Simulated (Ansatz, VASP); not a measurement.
# Two plane-wave programs on MgI2

Contents of POSCAR:

```
MgI2
1.0
    4.3650737127      0.0000000000      0.0000000000
   -2.1825368563      3.7802647246      0.0000000000
    0.0000000000      0.0000000000      6.6616191115
Mg I
1 2
Direct
    0.0000000000      0.0000000000      0.0000000000
    0.3333333333      0.6666666667      0.2395358614
    0.6666666667      0.3333333333      0.7604641386
```

INCAR.step1

```
PREC = Accurate
ENCUT = 520
EDIFF = 1E-5
ISMEAR = 0
SIGMA = 0.01
LREAL = F
LASPH = T
NELM = 60
ALGO = Normal
ISIF = 2
LWAVE = T
NBANDS = 15
GGA = PE
KPAR = 4
```

File INCAR.step2:

```
PREC = Accurate
ENCUT = 520
EDIFF = 1E-6
ISMEAR = 0
SIGMA = 0.01
LREAL = F
LASPH = T
NELM = 60
ALGO = Normal
ISIF = 2
LWAVE = F
LCHARG = T
GGA = PE
LHFCALC = T
HFSCREEN = 0.2079
PRECFOCK = Normal
LVHAR = T
NBANDS = 15
ISTART = 1
KPAR = 4
```

Contents of KPOINTS:

```
Automatic mesh
0
Gamma
  6 6 4
```

Input for Ansatz:

```yaml
crystal:
  lattice:
    - [4.3650737127, 0.0, 0.0]
    - [-2.1825368563, 3.7802647246, 0.0]
    - [0.0, 0.0, 6.6616191115]
  atoms:
    - { symbol: Mg, position: [0.0, 0.0, 0.0] }
    - { symbol: I, position: [0.3333333333, 0.6666666667, 0.2395358614] }
    - { symbol: I, position: [0.6666666667, 0.3333333333, 0.7604641386] }
kpoints:
  mp_grid: { grid: [6, 6, 4] }
  band_path:
    path:
      - [0.0, 0.0, 0.0]
      - [0.5, 0.0, 0.0]
      - [0.3333333333, 0.3333333333, 0.0]
      - [0.0, 0.0, 0.5]
      - [0.5, 0.0, 0.5]
      - [0.3333333333, 0.3333333333, 0.5]
    npoints: 1
hamiltonian:
  xc: hse06
scf:
  occupations: { method: fixed }
  n_extra_bands: 4
output:
  forces: true
  stress: true
  eigenvalues: true
```

Change from the starting cell: epitaxial_xy strain +5.0%.

Alike in both runs: task single point; functional HSE06; k mesh 6 × 6 × 4; no spin polarisation.

|  | VASP | Ansatz |
| --- | --- | --- |
| version | VASP 6.6.1 | Ansatz 0.2.0 |
| potentials or method | VASP PAW PBE potentials, release 64 (Mg, I) | plane waves, PAW |
| plane-wave cutoff (eV) | 520 | 420 |
| occupations | gaussian, width 0.01 eV | fixed |
| valence electrons in the cell | 16 | 44 |

|  | VASP | Ansatz | Ansatz less VASP |
| --- | --- | --- | --- |
| gap on the k mesh at the Fermi level (eV) | 3.91 | 3.96 | +0.050 |
| pressure (GPa) | -1.3 | -1.2 | +0.11 |
| traceless stress, the component that is largest in VASP (GPa) | 1.69 | 1.68 | -0.012 |
| rms of the force components (eV/Å) | 0.061 | 0.052 | -0.0084 |

Atom by atom the forces differ by 0.008 eV/Å (rms over components). VASP's potentials hold 16 valence electrons a cell and Ansatz's 44, so a difference there can come from the potentials and not from the codes. Ansatz's warnings: stress exchange threshold loose, stress scf threshold loose.

Spin-orbit coupling is off throughout.
